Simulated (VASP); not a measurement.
# GaGe (F-43m) in VASP: a series of runs

The runs below take GaGe through single point, with PBE, r2SCAN.

Program: VASP 6.6.1. These are calculated values, not measurements. Logs are shortened: lines on timing, memory, paths and dates and some standing lists are left out, and cuts for length are marked.

### Step 1. The cell of the first run

Symmetry: F-43m, No. 216, cubic system. The conventional cell has a = 5.796 Å, b = 5.796 Å, c = 5.796 Å, α = 90.00°, β = 90.00°, γ = 90.00°. Ge (site symmetry -43m) has 4 Ga at 2.51 Å within 3.3 Å. Ga (site symmetry -43m) has 4 Ge at 2.51 Å within 3.3 Å.

### Step 2. Single point, PBE

The input, INCAR:

```
PREC = Accurate ; ENCUT = 520
EDIFF = 1E-7 ; ISMEAR = -1
SIGMA = 0.05 ; LREAL = F
LASPH = T ; NELM = 100
ALGO = Normal ; ISIF = 2
LWAVE = F ; LCHARG = F
GGA = PE ; NBANDS = 20
```

The input, KPOINTS:

```
regular mesh
0
Gamma
  5 5 5
```

The input, POSCAR:

```
GaGe
1.0
    0.0000000000      2.8978440000      2.8978440000
    2.8978440000      0.0000000000      2.8978440000
    2.8978440000      2.8978440000      0.0000000000
Ge Ga
1 1
Direct
    0.0000000000      0.0000000000      0.0000000000
    0.2500000000      0.2500000000      0.2500000000
```

Potentials or basis: VASP PAW PBE potentials, release 64 (Ge_d, Ga_d).

Run with:

```
> cat potpaw_PBE.64/Ge_d/POTCAR potpaw_PBE.64/Ga_d/POTCAR > POTCAR
> mpirun -np 1 vasp_std > vasp.out
```

OUTCAR:

```text
PREC = Accurate
   ENCUT = 520
   EDIFF = 1E-7
   ISMEAR = -1
   LREAL = F
   LASPH = T
   NELM = 100
   ISIF = 2
   GGA = PE

 ion  position               nearest neighbor table
   1  0.000  0.000  0.000-   2 2.51   2 2.51   2 2.51   2 2.51
   2  0.250  0.250  0.250-   1 2.51   1 2.51   1 2.51   1 2.51

  LATTYP: Found a face centered cubic cell.
 ALAT       =     5.7956880000

  Lattice vectors:

 A1 = (   0.0000000000,   2.8978440000,   2.8978440000)
 A2 = (   2.8978440000,   0.0000000000,   2.8978440000)
 A3 = (   2.8978440000,   2.8978440000,   0.0000000000)

Analysis of symmetry for initial positions (statically):
=====================================================================
 Subroutine PRICEL returns:
 Original cell was already a primitive cell.

 Routine SETGRP: Setting up the symmetry group for a
 face centered cubic supercell.

 Subroutine GETGRP returns: Found 24 space group operations
 (whereof 24 operations were pure point group operations)
 out of a pool of 48 trial point group operations.

The static configuration has the point symmetry T_d .

Analysis of symmetry for dynamics (positions and initial velocities):
=====================================================================
 Subroutine PRICEL returns:
 Original cell was already a primitive cell.

 Routine SETGRP: Setting up the symmetry group for a
 face centered cubic supercell.

 Subroutine GETGRP returns: Found 24 space group operations
 (whereof 24 operations were pure point group operations)
 out of a pool of 48 trial point group operations.

The dynamic configuration has the point symmetry T_d .

 Subroutine INISYM returns: Found 24 space group operations
 (whereof 24 operations are pure point group operations),
 and found     1 'primitive' translations

----------------------------------------------------------------------------------------

                                     Primitive cell

  volume of cell :      48.6693

  direct lattice vectors                    reciprocal lattice vectors
     0.000000000  2.897844000  2.897844000    -0.172542069  0.172542069  0.172542069
     2.897844000  0.000000000  2.897844000     0.172542069 -0.172542069  0.172542069
     2.897844000  2.897844000  0.000000000     0.172542069  0.172542069 -0.172542069

  length of vectors
     4.098170286  4.098170286  4.098170286     0.298851630  0.298851630  0.298851630

  position of ions in fractional coordinates (direct lattice)
     0.000000000  0.000000000  0.000000000
     0.250000000  0.250000000  0.250000000

  ion indices of the primitive-cell ions
   primitive index   ion index
                 1           1
                 2           2

----------------------------------------------------------------------------------------

 KPOINTS: regular mesh

Automatic generation of k-mesh.
 Grid dimensions read from file:
 generate k-points for:    5    5    5

 Generating k-lattice:

  Cartesian coordinates                     Fractional coordinates (reciprocal lattice)
    -0.034508414  0.034508414  0.034508414     0.200000000  0.000000000  0.000000000
     0.034508414 -0.034508414  0.034508414     0.000000000  0.200000000  0.000000000
     0.034508414  0.034508414 -0.034508414     0.000000000  0.000000000  0.200000000

  Length of vectors
     0.059770326  0.059770326  0.059770326

  Shift w.r.t. Gamma in fractional coordinates (k-lattice)
     0.000000000  0.000000000  0.000000000

 Subroutine IBZKPT returns following result:
 ===========================================

 Found     10 irreducible k-points:

 Following reciprocal coordinates:
            Coordinates               Weight
  0.000000  0.000000  0.000000      1.000000
  0.200000  0.000000  0.000000      8.000000
  0.400000  0.000000  0.000000      8.000000
  0.200000  0.200000  0.000000      6.000000
  0.400000  0.200000  0.000000     24.000000
 -0.400000  0.200000  0.000000     24.000000
 -0.200000  0.200000  0.000000     12.000000
  0.400000  0.400000  0.000000      6.000000
 -0.400000  0.400000  0.000000     12.000000
 -0.400000  0.400000  0.200000     24.000000
   k-points           NKPTS =     10   k-points in BZ     NKDIM =     10   number of bands    NBANDS=     20
   number of dos      NEDOS =    301   number of ions     NIONS =      2
   total plane-waves  NPLWV =  27000
   dimension x,y,z NGX =    30 NGY =   30 NGZ =   30
   dimension x,y,z NGXF=    60 NGYF=   60 NGZF=   60
   ions per type =               1   1
   NGX,Y,Z   is equivalent  to a cutoff of  12.17, 12.17, 12.17 a.u.
   NGXF,Y,Z  is equivalent  to a cutoff of  24.34, 24.34, 24.34 a.u.
 SYSTEM =  unknown system
   PREC   = accura    normal or accurate (medium, high low for compatibility)
   ISTART =      0    job   : 0-new  1-cont  2-samecut
   ICHARG =      2    charge: 1-file 2-atom 10-const
   ISPIN  =      1    spin polarized calculation?
   LNONCOLLINEAR =      F non collinear calculations
   LSORBIT =      F    spin-orbit coupling
   LASPH  =      T    aspherical Exc in radial PAW
   ENCUT  =  520.0 eV  38.22 Ry    6.18 a.u.   7.62  7.62  7.62*2*pi/ulx,y,z
   NELM   =    100;   NELMIN=  2; NELMDL= -5     # of ELM steps
   EDIFF  = 0.1E-06   stopping-criterion for ELM
   LREAL  =      F    real-space projection
   EDIFFG = 0.1E-05   stopping-criterion for IOM
   NSW    =      0    number of steps for IOM
   IBRION =     -1    ionic relax: 0-MD 1-quasi-New 2-CG
   NFREE  =      0    steps in history (QN), initial steepest desc. (CG)
   ISIF   =      2    stress and relaxation
   ISYM   =      2    0-nonsym 1-usesym 2-fastsym
   POTIM  = 0.5000    time-step for ionic-motion
   TEBEG  =    0.0;   TEEND  =   0.0 temperature during run
   PSTRESS=    0.0 pullay stress
   NELECT =      27.0000    total number of electrons
   NUPDOWN=      -1.0000    fix difference up-down
   EMIN   =  10.00;   EMAX   =-10.00  energy-range for DOS
   EFERMI =   0.00;   METHOD = LEGACY
   ISMEAR =    -1;   SIGMA  =   0.05  broadening in eV -4-tet -1-fermi 0-gaus
   EFERMI_NEDOS =   21; number of points for ismear=-14 and -15
   IALGO  =     38    algorithm
   IMIX   =      4    mixing-type and parameters
     AMIX     =   0.40;   BMIX     =  1.00
     AMIX_MAG =   1.60;   BMIX_MAG =  1.00
  volume/ion in A,a.u.               =      24.33       164.22
  Fermi-wavevector in a.u.,A,eV,Ry     =   1.345172  2.542006 24.619567  1.809487
  Thomas-Fermi vector in A             =   2.473106
   LORBIT       =      0    0 simple, 1 ext, 2 COOP (PROOUT), +10 PAW based schemes
   GGA     = PE    functional components
   LHFCALC =     F    Hartree Fock is set to
   AEXX    =    0.0000 exact exchange contribution
   IVDW    =     0    specifies the selected vdW correction
   LEPSILON=     F    determine dielectric tensor
   LRPA    =     F    only Hartree local field effects (RPA)
 non-spin polarized calculation
  energy-cutoff  :      520.00
  volume of cell :       48.67
 maximum number of plane-waves:      1363
   NGX = 15   NGY = 15   NGZ = 15

 number of electron      26.9999991 magnetization

 Free energy of the ion-electron system (eV)
  ---------------------------------------------------
  ext. energy  EPLUGINS =         0.00000000
  ---------------------------------------------------
  free energy    TOTEN  =        -7.15379301 eV

  energy without entropy =       -7.14451429  energy(sigma->0) =       -7.14915365

 E-fermi :   3.0480     XC(G=0):  -9.5498

 val. band max:        2.9628763768   @ k =  -0.4000   0.2000   0.0000
 cond. band min:       3.2472738652   @ k =   0.2000   0.2000   0.0000
 fundamental gap:      0.2843974884
 Fermi energy:         3.0480366618

 k-point     1 :       0.0000    0.0000    0.0000
  band No.  band energies     occupation
      1     -20.8799      2.00000
      2     -20.8799      2.00000
      3     -20.8799      2.00000
      4     -20.8605      2.00000
      5     -20.8605      2.00000
      6     -11.2857      2.00000
[... 12 lines left out ...]
     19      10.7739      0.00000
     20      13.8231      0.00000

 k-point     2 :       0.2000    0.0000    0.0000
  band No.  band energies     occupation
      1     -20.8799      2.00000
      2     -20.8790      2.00000
      3     -20.8790      2.00000
      4     -20.8603      2.00000
      5     -20.8603      2.00000
      6     -11.2949      2.00000
[... 12 lines left out ...]
     19      12.3122      0.00000
     20      12.5553      0.00000

 k-point     3 :       0.4000    0.0000    0.0000
  band No.  band energies     occupation
      1     -20.8798      2.00000
      2     -20.8777      2.00000
      3     -20.8777      2.00000
      4     -20.8597      2.00000
      5     -20.8597      2.00000
      6     -11.3099      2.00000
[... 12 lines left out ...]
     19      13.1015      0.00000
     20      14.1654      0.00000

 k-point     4 :       0.2000    0.2000    0.0000
  band No.  band energies     occupation
      1     -20.8811      2.00000
      2     -20.8780      2.00000
      3     -20.8780      2.00000
      4     -20.8611      2.00000
      5     -20.8594      2.00000
      6     -11.3039      2.00000
[... 12 lines left out ...]
     19      11.0704      0.00000
     20      13.4586      0.00000

 k-point     5 :       0.4000    0.2000    0.0000
  band No.  band energies     occupation
      1     -20.8810      2.00000
      2     -20.8770      2.00000
      3     -20.8766      2.00000
      4     -20.8611      2.00000
      5     -20.8587      2.00000
      6     -11.3154      2.00000
[... 12 lines left out ...]
     19      13.9216      0.00000
     20      14.6319      0.00000

 k-point     6 :      -0.4000    0.2000    0.0000
  band No.  band energies     occupation
      1     -20.8795      2.00000
      2     -20.8776      2.00000
      3     -20.8766      2.00000
      4     -20.8601      2.00000
      5     -20.8593      2.00000
      6     -11.3159      2.00000
[... 12 lines left out ...]
     19      12.7128      0.00000
     20      13.6895      0.00000

 k-point     7 :      -0.2000    0.2000    0.0000
  band No.  band energies     occupation
      1     -20.8797      2.00000
      2     -20.8780      2.00000
      3     -20.8779      2.00000
      4     -20.8603      2.00000
      5     -20.8596      2.00000
      6     -11.3062      2.00000
[... 12 lines left out ...]
     19      11.6555      0.00000
     20      14.1132      0.00000

 k-point     8 :       0.4000    0.4000    0.0000
  band No.  band energies     occupation
      1     -20.8830      2.00000
      2     -20.8750      2.00000
      3     -20.8750      2.00000
      4     -20.8622      2.00000
      5     -20.8575      2.00000
      6     -11.3299      2.00000
[... 12 lines left out ...]
     19      14.0296      0.00000
     20      16.3513      0.00000

 k-point     9 :      -0.4000    0.4000    0.0000
  band No.  band energies     occupation
      1     -20.8818      2.00000
      2     -20.8755      2.00000
      3     -20.8749      2.00000
      4     -20.8617      2.00000
      5     -20.8578      2.00000
      6     -11.3277      2.00000
[... 12 lines left out ...]
     19      13.2568      0.00000
     20      14.6849      0.00000

 k-point    10 :      -0.4000    0.4000    0.2000
  band No.  band energies     occupation
      1     -20.8803      2.00000
      2     -20.8774      2.00000
      3     -20.8750      2.00000
      4     -20.8610      2.00000
      5     -20.8585      2.00000
      6     -11.3214      2.00000
[... 12 lines left out ...]
     19      13.4120      0.00000
     20      14.8452      0.00000

------------------------ aborting loop because EDIFF is reached ----------------------------------------

  FORCE on cell =-STRESS in cart. coord.  units (eV):
  Direction    XX          YY          ZZ          XY          YZ          ZX
  --------------------------------------------------------------------------------------
  -------------------------------------------------------------------------------------
  Total       -0.0363715     -0.0363715     -0.0363715      0.0000000     -0.0000000      0.0000000
  in kB       -1.1973394     -1.1973394     -1.1973394      0.0000000     -0.0000000      0.0000000
  external PRESSURE =      -1.1973394 kB  Pullay stress =       0.0000000 kB

 VOLUME and BASIS-vectors are now :
 -----------------------------------------------------------------------------
  energy-cutoff  :      520.00
  volume of cell :       48.67
      direct lattice vectors                 reciprocal lattice vectors
     0.000000000  2.897844000  2.897844000    -0.172542069  0.172542069  0.172542069
     2.897844000  0.000000000  2.897844000     0.172542069 -0.172542069  0.172542069
     2.897844000  2.897844000  0.000000000     0.172542069  0.172542069 -0.172542069

 POSITION                                       TOTAL-FORCE (eV/Angst)
 -----------------------------------------------------------------------------------
      0.00000      0.00000      0.00000        -0.000000      0.000000     -0.000000
      1.44892      1.44892      1.44892         0.000000     -0.000000      0.000000
 -----------------------------------------------------------------------------------
    total drift:                               -0.000000     -0.000000     -0.000000

  FREE ENERGIE OF THE ION-ELECTRON SYSTEM (eV)
  ---------------------------------------------------
  free  energy   TOTEN  =        -7.1537930113 eV

  energy  without entropy=       -7.1445142889  energy(sigma->0) =       -7.14915365
```

Wall time 7.6 s (1 thread of Intel Xeon 6975P-C (Granite Rapids), shared host); peak memory 0.16 GiB.

What came out:

```yaml
Free_energy: -7.1538 eV
Pressure: -0.1 GPa
```

Caveat: the k points lie up to 0.38 Å⁻¹ apart.

### Step 3. Single point, r2SCAN

This run uses another cell than the first one, of 24.82 Å³/atom, 1.020 times its volume.

The input, POSCAR:

```
GaGe
1.0
    0.0000000000      2.9170355792      2.9170355792
    2.9170355792      0.0000000000      2.9170355792
    2.9170355792      2.9170355792      0.0000000000
Ge Ga
1 1
Direct
    0.0000000000      0.0000000000      0.0000000000
    0.2500000000      0.2500000000      0.2500000000
```

The input, INCAR.step1:

```
  PREC = Accurate
  ENCUT = 520
  ISMEAR = -1
  SIGMA = 0.05
  LREAL = F
  LASPH = T
  NELM = 100
  NBANDS = 20
  GGA = PE
  ALGO = Normal
  EDIFF = 1E-4
  LWAVE = T
  LCHARG = F
```

The input, INCAR.step2:

```
  PREC = Accurate
  ENCUT = 520
  EDIFF = 1E-7
  ISMEAR = -1
  SIGMA = 0.05
  LREAL = F
  LASPH = T
  NELM = 100
  ALGO = Normal
  ISIF = 2
  LWAVE = F
  LCHARG = F
  METAGGA = R2SCAN
  LMIXTAU = T
  NBANDS = 20
  ISTART = 1
```

The input, KPOINTS:

```
regular mesh
0
Gamma
  8 8 8
```

Potentials or basis: VASP PAW PBE potentials, release 64 (Ge_d, Ga_d).

Run with:

```
> cat potpaw_PBE.64/Ge_d/POTCAR potpaw_PBE.64/Ga_d/POTCAR > POTCAR
> cp INCAR.step1 INCAR
> mpirun -np 1 vasp_std > vasp.out
> cp INCAR.step2 INCAR
> mpirun -np 1 vasp_std > vasp.out
```

Run time: 90 s. Hardware: 1 thread of Intel Xeon Platinum 8488C (Sapphire Rapids), shared host; peak memory 0.2 GiB.

Results (log left out):

- Free energy: -24.9317 eV
- Pressure: -3.1 GPa

Levels at points of the mesh, in eV from the Fermi level:
| k point | band 10 | band 11 | band 12 | band 13 | band 14 | band 15 | band 16 | band 17 | band 18 | band 19 |
| --- | --- | --- | --- | --- | --- | --- | --- | --- | --- | --- |
| (0.00, 0.00, 0.00) | -14.70 | -10.86 | 1.72 | 1.73 | 1.73 | 2.35 | 4.58 | 4.58 | 4.58 | 8.34 |
| (0.50, 0.00, 0.00) | -14.70 | -8.85 | -5.48 | 0.38 | 0.38 | 2.33 | 5.63 | 5.64 | 8.77 | 12.03 |
| (0.50, 0.50, 0.00) | -14.69 | -7.76 | -5.95 | -1.29 | -1.29 | 2.63 | 2.72 | 11.51 | 11.51 | 12.86 |

Caveat: the PAW data sets were made with another functional, which shifts forces and pressure a little.

(Continued in part 2 of 2.)
